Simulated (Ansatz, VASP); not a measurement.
BaTe: VASP beside Ansatz

```
Ba Te
1.0
     0.00000    3.95292    3.95292
     3.95292    0.00000    3.95292
     3.95292    3.95292    0.00000
Ba Te
1 1
Direct
  0.00000 0.00000 0.00000
  0.25000 0.25000 0.25000
```

Alike in both runs: task single point; functional PBE; k mesh 6 × 6 × 6; no spin polarisation.

|  | VASP | Ansatz |
| --- | --- | --- |
| version | VASP 6.6.1 | Ansatz 0.2.0 |
| potentials or method | VASP PAW PBE potentials, release 64 (Ba_sv, Te) | plane waves, PAW |
| plane-wave cutoff (eV) | 520 | 420 |
| occupations | gaussian, width 0.01 eV | fixed |
| valence electrons in the cell | 16 | 26 |

Ansatz gave:

| Property | Result |
| --- | --- |
| gap on the k mesh at the Fermi level (eV) | 2.53 |
| pressure (GPa) | -0.5 |

Task: What did VASP give for the same quantities?

Result: gap on the k mesh at the Fermi level (eV): 2.54; pressure (GPa): -0.3.

VASP's potentials hold 16 valence electrons a cell and Ansatz's 26, so a difference there can come from the potentials and not from the codes.

Spin-orbit coupling is off throughout.
